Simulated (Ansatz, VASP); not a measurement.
## Two plane-wave programs on NaI

```
Na I
1.0
     0.00000    3.29642    3.29642
     3.29642    0.00000    3.29642
     3.29642    3.29642    0.00000
Na I
1 1
Cartesian
  0.0000 0.0000 0.0000
  3.2964 3.2964 3.2964
```

Alike in both runs: task single point; functional PBE; k mesh 6 × 6 × 6; no spin polarisation.

|  | VASP | Ansatz |
| --- | --- | --- |
| version | VASP 6.6.1 | Ansatz 0.2.0 |
| potentials or method | VASP PAW PBE potentials, release 64 (Na_pv, I) | plane waves, PAW |
| plane-wave cutoff (eV) | 500 | 420 |
| occupations | gaussian, width 0.01 eV | fixed |
| valence electrons in the cell | 14 | 26 |

```tsv
	VASP	Ansatz	Ansatz less VASP
gap on the k mesh at the Fermi level (eV)	3.50	3.50	+0.003
pressure (GPa)	-0.4	-0.4	0.00
```

VASP's potentials hold 14 valence electrons a cell and Ansatz's 26, so a difference there can come from the potentials and not from the codes.

Neither program's run includes spin-orbit coupling.
